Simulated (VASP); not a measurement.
# Fe (Im-3m) in VASP: further runs

Fe is run at these levels: PBEsol+D4, r2SCAN+D4, PBEsol; tasks: single point.

Everything below comes from runs of VASP 6.6.1. Logs are shortened: lines on timing, memory, paths and dates and some standing lists are left out, and cuts for length are marked.

## Step 1: The cell of the first run

The structure is cubic, space group Im-3m (No. 229). Conventional cell: a = 2.943 Å, b = 2.943 Å, c = 2.943 Å, α = 90.00°, β = 90.00°, γ = 90.00°. Fe (site symmetry m-3m) has 14 Fe at 2.55 to 2.94 Å within 3.4 Å.

## Step 2: Single point, PBEsol+D4, collinear spin, ferromagnetic start

INCAR

```
SYSTEM = Fe
PREC = Accurate ; ENCUT = 520
EDIFF = 1E-6 ; ISMEAR = -1
SIGMA = 0.05 ; LREAL = .False.
LASPH = .True. ; NELM = 150
ALGO = Fast ; ISIF = 2
LWAVE = .False. ; LCHARG = .True.
ISPIN = 2 ; MAGMOM = 3
LORBIT = 11 ; LMAXMIX = 4
GGA = PS ; IVDW = 13
LELF = .True. ; LVHAR = .True.
NBANDS = 14
```

KPOINTS

```
Automatic mesh
0
Gamma
  13 13 13
  0 0 0
```

POSCAR

```
Fe
1.0
   -1.4713013028      1.4713013028      1.4713013028
    1.4713013028     -1.4713013028      1.4713013028
    1.4713013028      1.4713013028     -1.4713013028
Fe
1
Direct
    0.0000000000      0.0000000000      0.0000000000
```

Potentials or basis: VASP PAW PBE potentials, release 64 (Fe).

On the command line:

```sh
> cat potpaw_PBE.64/Fe/POTCAR > POTCAR
> mpirun -np 1 vasp_std > vasp.out
```

OUTCAR:

```text
SYSTEM = Fe
   PREC = Accurate
   ENCUT = 520
   EDIFF = 1E-6
   ISMEAR = -1
   LREAL = .False.
   LASPH = .True.
   NELM = 150
   ISIF = 2
   ISPIN = 2
   LORBIT = 11
   GGA = PS
   IVDW = 13

 ion  position               nearest neighbor table
   1  0.000  0.000  0.000-

  LATTYP: Found a body centered cubic cell.
 ALAT       =     2.9426026056

  Lattice vectors:

 A1 = (  -1.4713013028,   1.4713013028,   1.4713013028)
 A2 = (   1.4713013028,  -1.4713013028,   1.4713013028)
 A3 = (   1.4713013028,   1.4713013028,  -1.4713013028)

Analysis of symmetry for initial positions (statically):
=====================================================================
 Subroutine PRICEL returns:
 Original cell was already a primitive cell.

 Routine SETGRP: Setting up the symmetry group for a
 body centered cubic supercell.

 Subroutine GETGRP returns: Found 48 space group operations
 (whereof 48 operations were pure point group operations)
 out of a pool of 48 trial point group operations.

The static configuration has the point symmetry O_h .

Analysis of symmetry for dynamics (positions and initial velocities):
=====================================================================
 Subroutine PRICEL returns:
 Original cell was already a primitive cell.

 Routine SETGRP: Setting up the symmetry group for a
 body centered cubic supercell.

 Subroutine GETGRP returns: Found 48 space group operations
 (whereof 48 operations were pure point group operations)
 out of a pool of 48 trial point group operations.

The dynamic configuration has the point symmetry O_h .

Analysis of structural, dynamic, and magnetic symmetry:
=====================================================================
 Subroutine PRICEL returns:
 Original cell was already a primitive cell.

 Routine SETGRP: Setting up the symmetry group for a
 body centered cubic supercell.

 Subroutine GETGRP returns: Found 48 space group operations
 (whereof 48 operations were pure point group operations)
 out of a pool of 48 trial point group operations.

The overall configuration has the point symmetry O_h .

 Subroutine INISYM returns: Found 48 space group operations
 (whereof 48 operations are pure point group operations),
 and found     1 'primitive' translations

----------------------------------------------------------------------------------------

                                     Primitive cell

  volume of cell :      12.7399

  direct lattice vectors                    reciprocal lattice vectors
    -1.471301303  1.471301303  1.471301303     0.000000000  0.339835219  0.339835219
     1.471301303 -1.471301303  1.471301303     0.339835219  0.000000000  0.339835219
     1.471301303  1.471301303 -1.471301303     0.339835219  0.339835219  0.000000000

  length of vectors
     2.548368610  2.548368610  2.548368610     0.480599575  0.480599575  0.480599575

  position of ions in fractional coordinates (direct lattice)
     0.000000000  0.000000000  0.000000000

  ion indices of the primitive-cell ions
   primitive index   ion index
                 1           1

----------------------------------------------------------------------------------------

 KPOINTS: Automatic mesh

Automatic generation of k-mesh.
 Grid dimensions read from file:
 generate k-points for:   13   13   13

 Generating k-lattice:

  Cartesian coordinates                     Fractional coordinates (reciprocal lattice)
     0.000000000  0.026141171  0.026141171     0.076923077  0.000000000  0.000000000
     0.026141171  0.000000000  0.026141171     0.000000000  0.076923077  0.000000000
     0.026141171  0.026141171  0.000000000     0.000000000  0.000000000  0.076923077

  Length of vectors
     0.036969198  0.036969198  0.036969198

  Shift w.r.t. Gamma in fractional coordinates (k-lattice)
     0.000000000  0.000000000  0.000000000

 Subroutine IBZKPT returns following result:
 ===========================================

 Found     84 irreducible k-points:

 Following reciprocal coordinates:
            Coordinates               Weight
  0.000000  0.000000  0.000000      1.000000
  0.076923  0.000000  0.000000     12.000000
  0.153846  0.000000  0.000000     12.000000
  0.230769  0.000000  0.000000     12.000000
  0.307692  0.000000  0.000000     12.000000
  0.384615  0.000000  0.000000     12.000000
[... 16 lines left out ...]
  0.153846  0.076923  0.076923     24.000000
  0.230769  0.076923  0.076923     24.000000
 [... further k-points ...]
   k-points           NKPTS =     84   k-points in BZ     NKDIM =     84   number of bands    NBANDS=     14
   number of dos      NEDOS =    301   number of ions     NIONS =      1
   total plane-waves  NPLWV =   8000
   dimension x,y,z NGX =    20 NGY =   20 NGZ =   20
   dimension x,y,z NGXF=    40 NGYF=   40 NGZF=   40
   ions per type =               1
   NGX,Y,Z   is equivalent  to a cutoff of  13.05, 13.05, 13.05 a.u.
   NGXF,Y,Z  is equivalent  to a cutoff of  26.09, 26.09, 26.09 a.u.
[... 31 lines left out ...]
  volume/ion in A,a.u.               =      12.74        85.97
  Fermi-wavevector in a.u.,A,eV,Ry     =   1.401898  2.649204 26.739790  1.965319
  Thomas-Fermi vector in A             =   2.524714
   LORBIT       =     11    0 simple, 1 ext, 2 COOP (PROOUT), +10 PAW based schemes
   GGA     = PS    functional components
   LHFCALC =     F    Hartree Fock is set to
   AEXX    =    0.0000 exact exchange contribution
   IVDW    =    13    specifies the selected vdW correction
   LEPSILON=     F    determine dielectric tensor
   LRPA    =     F    only Hartree local field effects (RPA)
 spin polarized calculation
 RMM-DIIS sequential band-by-band and
  energy-cutoff  :      520.00
  volume of cell :       12.74
 maximum number of plane-waves:       370
   NGX =  9   NGY =  9   NGZ =  9

 number of electron       8.0000003 magnetization       2.5351654

 Free energy of the ion-electron system (eV)
  ---------------------------------------------------
  ext. energy  EPLUGINS =         0.00000000
  ---------------------------------------------------
  free energy    TOTEN  =        -8.75705611 eV

  energy without entropy =       -8.74656147  energy(sigma->0) =       -8.75180879

 E-fermi :   4.5698     XC(G=0): -12.6301

 val. band max:        4.5562725935   @ k =  -0.2308   0.2308   0.1538
 cond. band min:       4.5729288296   @ k =   0.0769   0.0769   0.0000
 fundamental gap:      0.0166562361
 Fermi energy:         4.5697601075

 spin component 1

 k-point     1 :       0.0000    0.0000    0.0000
  band No.  band energies     occupation
      1      -3.3071      1.00000
      2       2.3680      1.00000
      3       2.3680      1.00000
      4       2.3680      1.00000
      5       3.4745      1.00000
      6       3.4745      1.00000
      7      28.3688      0.00000
      8      28.3688      0.00000
      9      28.3688      0.00000
     10      32.7891      0.00000
     11      32.7891      0.00000
     12      34.2559      0.00000
     13      34.2559      0.00000
     14      34.2568      0.00000
[... 375 lines left out ...]
 k-point    24 :       0.2308    0.0769    0.0769
  band No.  band energies     occupation
      1      -0.1039      1.00000
      2       1.6801      1.00000
      3       2.0317      1.00000
      4       3.4150      1.00000
      5       3.5566      1.00000
      6       4.4521      0.91324
      7      16.7721      0.00000
      8      20.8149      0.00000
      9      22.0999      0.00000
     10      29.7493      0.00000
     11      33.0368      0.00000
     12      35.3995      0.00000
     13      37.1572      0.00000
     14      40.2262      0.00000

 [... further k-points ...]

 spin component 2

 k-point     1 :       0.0000    0.0000    0.0000
  band No.  band energies     occupation
      1      -3.0398      1.00000
      2       4.6833      0.09349
      3       4.6834      0.09342
      4       4.6834      0.09341
      5       6.3480      0.00000
      6       6.3481      0.00000
      7      28.2278      0.00000
      8      28.2278      0.00000
      9      28.2278      0.00000
     10      33.0316      0.00000
     11      33.0316      0.00000
     12      35.4064      0.00000
     13      35.4064      0.00000
     14      35.4064      0.00000
[... 375 lines left out ...]
 k-point    24 :       0.2308    0.0769    0.0769
  band No.  band energies     occupation
      1       0.4495      1.00000
      2       3.7959      1.00000
      3       3.9484      1.00000
      4       6.2013      0.00000
      5       6.4577      0.00000
      6       6.8302      0.00000
      7      17.6653      0.00000
      8      21.3268      0.00000
      9      22.9068      0.00000
     10      29.9218      0.00000
     11      33.7101      0.00000
     12      35.7547      0.00000
     13      37.5615      0.00000
     14      40.8023      0.00000

 [... further k-points ...]

------------------------ aborting loop because EDIFF is reached ----------------------------------------

  DFT-D4 for vdW energy calculation

  Edisp (eV):   -0.18282

  FORCE on cell =-STRESS in cart. coord.  units (eV):
  Direction    XX          YY          ZZ          XY          YZ          ZX
  --------------------------------------------------------------------------------------
  -------------------------------------------------------------------------------------
  Total      -1.80293    -1.80293    -1.80293    -0.00000    -0.00000    -0.00000
  in kB    -226.73789  -226.73789  -226.73789    -0.00000    -0.00000    -0.00000
  external pressure =     -226.74 kB  Pullay stress =        0.00 kB

 VOLUME and BASIS-vectors are now :
 -----------------------------------------------------------------------------
  energy-cutoff  :      520.00
  volume of cell :       12.74
      direct lattice vectors                 reciprocal lattice vectors
    -1.471301303  1.471301303  1.471301303     0.000000000  0.339835219  0.339835219
     1.471301303 -1.471301303  1.471301303     0.339835219  0.000000000  0.339835219
     1.471301303  1.471301303 -1.471301303     0.339835219  0.339835219  0.000000000

 POSITION                                       TOTAL-FORCE (eV/Angst)
 -----------------------------------------------------------------------------------
      0.00000      0.00000      0.00000        -0.000000      0.000000      0.000000
 -----------------------------------------------------------------------------------
    total drift:                                0.000000     -0.000000      0.000000

  FREE ENERGIE OF THE ION-ELECTRON SYSTEM (eV)
  ---------------------------------------------------
  free  energy   TOTEN  =        -8.9398797602 eV

  energy  without entropy=       -8.9293851195  energy(sigma->0) =       -8.93463244

 total charge

# of ion       s       p       d       tot
------------------------------------------
    1        0.446   0.450   6.163   7.059

 magnetization (x)

# of ion       s       p       d       tot
------------------------------------------
    1       -0.014  -0.049   2.606   2.542
```

Run time: 30 s. Hardware: 1 thread of Intel Xeon Platinum 8488C (Sapphire Rapids), shared host; peak memory 0.15 GiB.

What came out:

| Item | Value |
| --- | --- |
| Free energy | -8.9399 eV |
| Pressure | -22.7 GPa |
| Net moment | 2.54 μB per cell |
| Site moments | Fe +2.54 μB |
| Valence electrons inside the program's atomic spheres | Fe 7.06 |
| Dispersion energy per atom | -0.183 eV |

Levels at points of the mesh, in eV from the Fermi level:
Spin up:
| k point | band 3 | band 4 | band 5 | band 6 | band 7 | band 8 |
| --- | --- | --- | --- | --- | --- | --- |
| (0.00, 0.00, 0.00) | -2.20 | -2.20 | -1.10 | -1.10 | 23.80 | 23.80 |
Spin down:
| k point | band 1 | band 2 | band 3 | band 4 | band 5 | band 6 | band 7 | band 8 |
| --- | --- | --- | --- | --- | --- | --- | --- | --- |
| (0.00, 0.00, 0.00) | -7.61 | 0.11 | 0.11 | 0.11 | 1.78 | 1.78 | 23.66 | 23.66 |

Caveat: the PAW data sets were made with another functional, which shifts forces and pressure a little; pairwise dispersion overbinds metals, which lowers pressure and volume.

## Step 3: Single point, r2SCAN+D4, collinear spin, ferromagnetic start

This run uses another cell than the first one, of 11.30 Å³/atom, 0.887 times its volume.

POSCAR

```
Fe
1.0
   -1.4135427549      1.4135427549      1.4135427549
    1.4135427549     -1.4135427549      1.4135427549
    1.4135427549      1.4135427549     -1.4135427549
Fe
1
Direct
    0.0000000000      0.0000000000      0.0000000000
```

INCAR.step1

```
PREC     = Accurate       # precision mode
ENCUT    = 520            # plane-wave cutoff, eV
ISMEAR   = -1             # smearing method
SIGMA    = 0.05           # smearing width, eV
LREAL    = F              # projectors in reciprocal space
LASPH    = T              # aspherical terms in the spheres
NELM     = 150            # most SCF steps
ISPIN    = 2              # spin polarisation
MAGMOM   = 3              # initial moments
LMAXMIX  = 4              # l up to which the mixer works
NBANDS   = 14             # bands
GGA      = PE             # functional
ALGO     = Normal         # electronic algorithm
EDIFF    = 1E-4           # SCF threshold, eV
LWAVE    = T              # write WAVECAR
LCHARG   = F              # write CHGCAR
```

INCAR.step2

```
PREC     = Accurate       # precision mode
ENCUT    = 520            # plane-wave cutoff, eV
EDIFF    = 1E-6           # SCF threshold, eV
ISMEAR   = -1             # smearing method
SIGMA    = 0.05           # smearing width, eV
LREAL    = F              # projectors in reciprocal space
LASPH    = T              # aspherical terms in the spheres
NELM     = 150            # most SCF steps
ALGO     = Normal         # electronic algorithm
ISIF     = 2              # what is computed and relaxed
LWAVE    = F              # write WAVECAR
LCHARG   = T              # write CHGCAR
ISPIN    = 2              # spin polarisation
MAGMOM   = 3              # initial moments
LORBIT   = 11             # projections on sites
LMAXMIX  = 4              # l up to which the mixer works
METAGGA  = R2SCAN         # meta-GGA
LMIXTAU  = T            
IVDW     = 13             # dispersion correction
VDW_S6   = 1.0          
VDW_S8   = 0.6018749    
VDW_A1   = 0.51559235   
VDW_A2   = 5.77342911   
LELF     = T              # ELF
LVHAR    = T            
NBANDS   = 14             # bands
ISTART   = 1
```

KPOINTS

```
Automatic mesh
0
Gamma
  13 13 13
```

Potentials or basis: VASP PAW PBE potentials, release 64 (Fe).

On the command line:

```sh
> cat potpaw_PBE.64/Fe/POTCAR > POTCAR
> cp INCAR.step1 INCAR
> mpirun -np 1 vasp_std > vasp.out
> cp INCAR.step2 INCAR
> mpirun -np 1 vasp_std > vasp.out
```

Run time: 75 s. Hardware: 1 thread of Intel Xeon Platinum 8488C (Sapphire Rapids), shared host; peak memory 0.14 GiB.

It converged, with:

```
Free energy                                           : -14.4753 eV
Pressure                                              : 7.2 GPa
Net moment                                            : 2.64 μB per cell
Site moments                                          : Fe +2.69 μB
Valence electrons inside the program's atomic spheres : Fe 7.29
Dispersion energy per atom                            : -0.120 eV
```

Levels at points of the mesh, in eV from the Fermi level:
Spin up:
```tsv
k point	band 2	band 3	band 4	band 5	band 6	band 7	band 8	band 9
(0.00, 0.00, 0.00)	-3.04	-3.04	-3.04	-1.74	-1.74	26.14	26.14	26.14
```
Spin down:
```
           k point  band 1  band 2  band 3  band 4  band 5  band 6  band 7  band 8
(0.00, 0.00, 0.00)   -9.25    0.36    0.36    0.36    2.65    2.65   25.79   25.79
```

Caveat: the PAW data sets were made with another functional, which shifts forces and pressure a little; pairwise dispersion overbinds metals, which lowers pressure and volume.

## Step 4: Single point, r2SCAN+D4, collinear spin, ferromagnetic start

This run uses another cell than the first one, of 11.54 Å³/atom, 0.906 times its volume.

POSCAR

```
Fe
1.0
   -1.4234976093      1.4234976093      1.4234976093
    1.4234976093     -1.4234976093      1.4234976093
    1.4234976093      1.4234976093     -1.4234976093
Fe
1
Direct
    0.0000000000      0.0000000000      0.0000000000
```

INCAR.step1

```
SYSTEM = Fe
  ALGO = Normal
  EDIFF = 1E-4
  ENCUT = 520
  GGA = PE
  ISMEAR = -1
  ISPIN = 2
  LASPH = .TRUE.
  LCHARG = .FALSE.
  LMAXMIX = 4
  LREAL = .FALSE.
  LWAVE = .TRUE.
  MAGMOM = 3
  NBANDS = 14
  NELM = 150
  PREC = Accurate
  SIGMA = 0.05
```

INCAR.step2

```
SYSTEM = Fe
  ALGO = Normal
  EDIFF = 1E-6
  ENCUT = 520
  ISIF = 2
  ISMEAR = -1
  ISPIN = 2
  ISTART = 1
  IVDW = 13
  LASPH = .TRUE.
  LCHARG = .FALSE.
  LMAXMIX = 4
  LMIXTAU = .TRUE.
  LORBIT = 11
  LREAL = .FALSE.
  LWAVE = .FALSE.
  MAGMOM = 3
  METAGGA = R2SCAN
  NBANDS = 14
  NELM = 150
  PREC = Accurate
  SIGMA = 0.05
  VDW_A1 = 0.51559235
  VDW_A2 = 5.77342911
  VDW_S6 = 1.0
  VDW_S8 = 0.6018749
```

KPOINTS

```
k-points
0
G
  13 13 13
  0 0 0
```

On the command line:

```sh
> cat potpaw_PBE.64/Fe/POTCAR > POTCAR
> cp INCAR.step1 INCAR
> mpirun -np 1 vasp_std > vasp.out
> cp INCAR.step2 INCAR
> mpirun -np 1 vasp_std > vasp.out
```

It took 72 s on 1 thread of Intel Xeon Platinum 8488C (Sapphire Rapids), shared host; peak memory 0.14 GiB.

The run converged. Its results:

* Free energy: -14.4825 eV
* Pressure: 2.5 GPa
* Net moment: 2.65 μB per cell
* Site moments: Fe +2.71 μB
* Valence electrons inside the program's atomic spheres: Fe 7.24
* Dispersion energy per atom: -0.118 eV

Levels at points of the mesh, in eV from the Fermi level:
Spin up:
```csv
k point,band 1,band 2,band 3,band 4,band 5,band 6,band 7,band 8,band 9,band 10
"(0.00, 0.00, 0.00)",-8.58,-3.05,-3.05,-3.05,-1.81,-1.81,25.88,25.88,25.88,30.85
```
Spin down:
| k point | band 1 | band 2 | band 3 | band 4 | band 5 | band 6 | band 7 |
| --- | --- | --- | --- | --- | --- | --- | --- |
| (0.00, 0.00, 0.00) | -9.18 | 0.36 | 0.36 | 0.36 | 2.61 | 2.61 | 25.53 |

Caveat: the PAW data sets were made with another functional, which shifts forces and pressure a little; pairwise dispersion overbinds metals, which lowers pressure and volume.

## Step 5: Single point, PBEsol, collinear spin, ferromagnetic start

This run uses another cell than the first one, of 12.02 Å³/atom, 0.943 times its volume.

INCAR

```
ALGO = Normal
EDIFF = 1E-6
ENCUT = 600
GGA = PS
GGA_COMPAT = False
ISIF = 2
ISMEAR = -1
ISPIN = 2
LASPH = True
LCHARG = False
LMAXMIX = 4
LORBIT = 11
LREAL = False
LWAVE = False
MAGMOM = 4.5
NBANDS = 18
NELM = 200
PREC = Accurate
SIGMA = 0.05
```

KPOINTS

```
k-points
0
Gamma
  13 13 13
```

POSCAR

```
Fe
1.0
   -1.4430000000      1.4430000000      1.4430000000
    1.4430000000     -1.4430000000      1.4430000000
    1.4430000000      1.4430000000     -1.4430000000
Fe
1
Direct
    0.0000000000      0.0000000000      0.0000000000
```

Potentials or basis: VASP PAW PBE potentials, release 64 (Fe_sv).

On the command line:

```sh
> cat potpaw_PBE.64/Fe_sv/POTCAR > POTCAR
> mpirun -np 1 vasp_std > vasp.out
```

Wall time 18 s (1 thread of AMD EPYC 9R45 (Zen 5), shared host); peak memory 0.12 GiB.

The run converged. Its results:

| Item | Value |
| --- | --- |
| Free energy | -8.9538 eV |
| Pressure | -20.9 GPa |
| Net moment | 2.26 μB per cell |
| Site moments | Fe +2.26 μB |
| Valence electrons inside the program's atomic spheres | Fe 13.71 |

Levels at points of the mesh, in eV from the Fermi level:
Spin up:
```tsv
k point	band 7	band 8	band 9	band 10	band 11	band 12
(0.00, 0.00, 0.00)	-2.19	-2.19	-1.03	-1.03	23.90	23.90
```
Spin down:
| k point | band 5 | band 6 | band 7 | band 8 | band 9 | band 10 |
| --- | --- | --- | --- | --- | --- | --- |
| (0.00, 0.00, 0.00) | -7.99 | -0.18 | -0.18 | -0.18 | 1.69 | 1.69 |

Caveat: the PAW data sets were made with another functional, which shifts forces and pressure a little.

## Step 6: Summary

```csv
level,potentials or basis,cell,cutoff (eV),second run,gap on the mesh (eV),pressure (GPa),moment (μB)
PBEsol+D4,"VASP PAW PBE potentials, release 64 (Fe)","a = 2.548 Å, angles 109.5°, 1 atom",520,-,none,-22.7,2.54
r2SCAN+D4,"VASP PAW PBE potentials, release 64 (Fe)","a = 2.448 Å, angles 109.5°, 1 atom",520,-,none,7.2,2.64
r2SCAN+D4,"VASP PAW PBE potentials, release 64 (Fe)","a = 2.466 Å, angles 109.5°, 1 atom",520,-,none,2.5,2.65
PBEsol,"VASP PAW PBE potentials, release 64 (Fe_sv)","a = 2.499 Å, angles 109.5°, 1 atom",600,valence_matched,none,-20.9,2.26
```

Alike in all rows: task single point; spin collinear, ferromagnetic start; k mesh 13 × 13 × 13; smearing fermi-dirac 0.05 eV.

Caveats: the PAW data sets were made with another functional, which shifts forces and pressure a little; pairwise dispersion overbinds metals, which lowers pressure and volume (some runs).

Total energies depend on the potentials used, so only differences within one code and one set of settings carry meaning.
